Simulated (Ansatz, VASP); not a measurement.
# YS2 in VASP and in Ansatz

```xyz
6
Lattice="0.0000 3.9662 3.9662 3.9662 0.0000 3.9662 3.9662 3.9662 0.0000" Properties=species:S:1:pos:R:3 pbc="T T T"
Y     0.0000    0.0000    0.0000
Y     1.9831    1.9831    1.9831
S     4.9578    4.9578    4.9578
S     4.9578    2.9747    2.9747
S     2.9747    4.9578    2.9747
S     2.9747    2.9747    4.9578
```

Alike in both runs: task single point; functional PBE; k mesh 4 × 4 × 4; occupations fermi-dirac, width 0.1 eV; no spin polarisation.

|  | VASP | Ansatz |
| --- | --- | --- |
| version | VASP 6.6.1 | Ansatz 0.2.0 |
| potentials or method | VASP PAW PBE potentials, release 64 (Y_sv, S), cutoff 520 eV | plane waves, PAW |
| valence electrons in the cell | 46 | 46 |

|  | VASP | Ansatz | Ansatz less VASP |
| --- | --- | --- | --- |
| pressure (GPa) | -2.7 | -2.6 | +0.05 |

With one functional, cell and mesh, what is left measures potentials, basis and numerics.
